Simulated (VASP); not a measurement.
Set up this calculation in VASP 6.6.1, as the native input.

| Quantity | Value |
| --- | --- |
| Task | single point |
| Functional | PBEsol |
| Potentials or basis | VASP PAW PBE potentials, release 64 (In_d, As) |
| Cutoff | 520 eV |
| k mesh | 10 × 10 × 10 |
| Occupations | gaussian, width 0.05 eV |
| Spin | no spin polarisation |
| Dipole correction | no |
| Further INCAR settings | ALGO = Normal; EDIFF = 1e-07; NBANDS = 16 |

The structure of InAs lies in POSCAR:

```
InAs
1.0
    0.0000000000      3.0240000793      3.0240000793
    3.0240000793      0.0000000000      3.0240000793
    3.0240000793      3.0240000793      0.0000000000
In As
1 1
Direct
    0.0000000000      0.0000000000      0.0000000000
    0.7500000000      0.7500000000      0.7500000000
```

One way to write it, as run:

INCAR

```
PREC = Accurate ; ENCUT = 520
EDIFF = 1E-7 ; ISMEAR = 0
SIGMA = 0.05 ; LREAL = False
LASPH = True ; NELM = 100
ALGO = Normal ; ISIF = 2
LWAVE = False ; LCHARG = False
GGA = PS ; NBANDS = 16
```

KPOINTS

```
Automatic mesh
0
Gamma
  10 10 10
```

Potentials or basis: VASP PAW PBE potentials, release 64 (In_d, As).

Command:

```bash
$ cat potpaw_PBE.64/In_d/POTCAR potpaw_PBE.64/As/POTCAR > POTCAR
$ mpirun -np 1 vasp_std > vasp.out
```

Results of the run:

| Item | Value |
| --- | --- |
| Pressure | 1.2 GPa |
| Band gap on the k mesh | zero (filled and empty bands touch) |

Caveat: the PAW data sets were made with another functional, which shifts forces and pressure a little; spin-orbit coupling is left out, which moves the levels of the heavy elements.

Run time: 20 s on 1 thread of Intel(R) Xeon(R) 6975P-C (Granite Rapids) (shared host), peak memory 0.19 GiB.
